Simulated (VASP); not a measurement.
Wanted: the native input for a VASP 6.6.1 run.

* Task: single point
* Functional: r2SCAN
* Dispersion: D3(BJ)
* Potentials or basis: VASP PAW PBE potentials, release 64 (O, H, N)
* Cutoff: 520 eV
* k mesh: 1 × 1 × 1
* Occupations: fermi-dirac, width 0.02 eV
* Spin: no spin polarisation
* Dipole correction: no
* Further INCAR settings: LREAL = Auto; ALGO = Normal; EDIFF = 1e-07; NBANDS = 67

The system is H23NO10.

```
O H N
1.0
     6.47286    0.00000    0.00000
     0.00000    6.47286    0.00000
     0.00000    0.00000    6.47286
O H N
10 23 1
Direct
  0.27424 0.57502 0.28740
  0.05114 0.11324 0.07252
  0.71424 0.31606 0.18239
  0.87275 0.81695 0.90268
  0.39602 0.19137 0.35459
  0.81112 0.53717 0.47566
  0.29234 0.83790 0.59564
  0.13229 0.36475 0.77344
  0.53417 0.95358 0.02202
  0.91425 0.99333 0.47912
  0.29007 0.62496 0.13720
  0.22611 0.42992 0.24081
  0.00945 0.23042 0.99187
  0.18502 0.14636 0.15327
  0.68182 0.33114 0.03428
  0.83323 0.22169 0.15329
  0.96611 0.73858 0.79866
  0.98147 0.91551 0.95406
  0.53527 0.17254 0.27289
  0.41570 0.33990 0.42445
  0.88137 0.67109 0.39565
  0.75592 0.50692 0.33047
  0.39340 0.92131 0.48909
  0.33060 0.70423 0.59839
  0.08186 0.48574 0.68674
  0.20473 0.28913 0.65776
  0.44090 0.91077 0.88327
  0.61667 0.82245 0.02035
  0.86713 0.13051 0.50101
  0.01774 0.95637 0.58563
  0.66366 0.45853 0.75285
  0.64798 0.25880 0.65277
  0.44765 0.34212 0.80706
  0.60805 0.31788 0.79670
```

These files were run (other wordings do the same):

POSCAR

```
H23NO10
1.0
    6.4728650000      0.0000000000      0.0000000000
    0.0000000000      6.4728650000      0.0000000000
    0.0000000000      0.0000000000      6.4728650000
O H N
10 23 1
Direct
    0.2742371423      0.5750158546      0.2873997836
    0.0511365524      0.1132419724      0.0725181199
    0.7142432292      0.3160578816      0.1823921865
    0.8727510924      0.8169489090      0.9026760175
    0.3960224723      0.1913681191      0.3545879607
    0.8111245948      0.5371655364      0.4756626316
    0.2923434986      0.8378979015      0.5956404158
    0.1322907244      0.3647534747      0.7734442167
    0.5341684092      0.9535808332      1.0220203882
    0.9142474005     -0.0066740153      0.4791232321
    0.2900724795      0.6249628256      0.1372035412
    0.2261131663      0.4299178185      0.2408052694
    0.0094548550      0.2304234678     -0.0081262316
    0.1850185351      0.1463648632      0.1532706151
    0.6818155484      0.3311362125      0.0342815739
    0.8332322704      0.2216947210      0.1532860642
    0.9661100610      0.7385755767      0.7986571634
    0.9814664758      0.9155142275      0.9540597556
    0.5352652960      0.1725356546      0.2728930698
    0.4157046377      0.3398958576      0.4244488337
    0.8813716955      0.6710938665      0.3956516936
    0.7559249266      0.5069161801      0.3304719008
    0.3933961237      0.9213076435      0.4890879078
    0.3305954936      0.7042322063      0.5983903573
    0.0818648311      0.4857354510      0.6867438144
    0.2047315988      0.2891300838      0.6577612850
    0.4409021353      0.9107713509      0.8832719360
    0.6166666538      0.8224487920      1.0203518844
    0.8671276166      0.1305140768      0.5010146203
    1.0177409849     -0.0436282852      0.5856293929
    0.6636628448      0.4585295692      0.7528505538
    0.6479819987      0.2588034819      0.6527712226
    0.4476533961      0.3421205293      0.8070614790
    0.6080460507      0.3178808766      0.7966951265
```

INCAR.step1

```
SYSTEM = H23NO10
ALGO = Normal ; EDIFF = 1E-4
ENCUT = 520 ; GGA = PE
ISMEAR = -1 ; LASPH = .True.
LCHARG = .False. ; LREAL = Auto
LWAVE = .True. ; NBANDS = 67
NELM = 60 ; PREC = Accurate
SIGMA = 0.02
```

INCAR.step2

```
SYSTEM = H23NO10
ALGO = Normal ; EDIFF = 1E-7
ENCUT = 520 ; ISIF = 2
ISMEAR = -1 ; ISTART = 1
IVDW = 12 ; LASPH = .True.
LCHARG = .False. ; LMIXTAU = .True.
LREAL = Auto ; LWAVE = .False.
METAGGA = R2SCAN ; NBANDS = 67
NELM = 60 ; PREC = Accurate
SIGMA = 0.02 ; VDW_A1 = 0.49484001
VDW_A2 = 5.73083694 ; VDW_S6 = 1.0
VDW_S8 = 0.78981345
```

KPOINTS

```
k-points
0
Gamma
  1 1 1
  0 0 0
```

Potentials or basis: VASP PAW PBE potentials, release 64 (O, H, N).

Launch:

```console
$ cat potpaw_PBE.64/O/POTCAR potpaw_PBE.64/H/POTCAR potpaw_PBE.64/N/POTCAR > POTCAR
$ cp INCAR.step1 INCAR
$ mpirun -np 1 vasp_gam > vasp.out
$ cp INCAR.step2 INCAR
$ mpirun -np 1 vasp_gam > vasp.out
```

Results of the run:

* Pressure: -3.3 GPa
* Largest force: 6.199 eV/Å
* Band gap on the k mesh: 3.81 eV
* Dispersion energy per atom: -0.021 eV

Caveat: the k points lie up to 0.97 Å⁻¹ apart; the PAW data sets were made with another functional, which shifts forces and pressure a little.

Wall time 78 s on 1 thread of AMD EPYC 9R45 96-Core Processor (Zen 5) (shared host), peak memory 0.3 GiB.
